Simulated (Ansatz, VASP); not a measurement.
One calculation of LiF, two programs

The input POSCAR:

```
LiF
1.0
    2.4908399548      0.0000000000      0.0000000000
    0.0000000000      2.4908399548      0.0000000000
    0.0000000000      0.0000000000      2.4908399548
Li F
1 1
Direct
    0.0000000000      0.0000000000      0.0000000000
    0.5000000000      0.5000000000      0.5000000000
```

File INCAR.step1:

```
  ALGO = Normal
  EDIFF = 1E-4
  ENCUT = 520
  GGA = PE
  ISMEAR = 0
  LASPH = True
  LCHARG = False
  LREAL = False
  LWAVE = True
  NBANDS = 12
  NELM = 80
  PREC = Accurate
  SIGMA = 0.01
```

Contents of INCAR.step2:

```
  ALGO = Normal
  EDIFF = 1E-6
  ENCUT = 520
  ISIF = 2
  ISMEAR = 0
  ISTART = 1
  LASPH = True
  LCHARG = False
  LMIXTAU = True
  LREAL = False
  LWAVE = False
  METAGGA = R2SCAN
  NBANDS = 12
  NELM = 80
  PREC = Accurate
  SIGMA = 0.01
```

Contents of KPOINTS:

```
k-points
0
Gamma
  8 8 8
```

Input for Ansatz:

```yaml
crystal:
  lattice:
    - [2.4908399548, 0.0, 0.0]
    - [0.0, 2.4908399548, 0.0]
    - [0.0, 0.0, 2.4908399548]
  atoms:
    - { symbol: Li, position: [0.0, 0.0, 0.0] }
    - { symbol: F, position: [0.5, 0.5, 0.5] }
kpoints:
  mp_grid: { grid: [8, 8, 8] }
hamiltonian:
  xc: r2scan
scf:
  occupations: { method: fixed }
  n_extra_bands: 4
output:
  forces: true
  stress: true
  eigenvalues: true
```

Alike in both runs: task single point; functional r2SCAN; k mesh 8 × 8 × 8; no spin polarisation.

|  | VASP | Ansatz |
| --- | --- | --- |
| version | VASP 6.6.1 | Ansatz 0.2.0 |
| potentials or method | VASP PAW PBE potentials, release 64 (Li_sv, F) | plane waves, PAW |
| plane-wave cutoff (eV) | 520 | 500 |
| occupations | gaussian, width 0.01 eV | fixed |
| valence electrons in the cell | 10 | 10 |

```tsv
	VASP	Ansatz	Ansatz less VASP
gap on the k mesh at the Fermi level (eV)	9.42	9.19	-0.228
```

VASP's potentials were made for PBE, not for r2SCAN.

Noted on VASP's run: the cutoff is short for stress, so the pressure is rough.
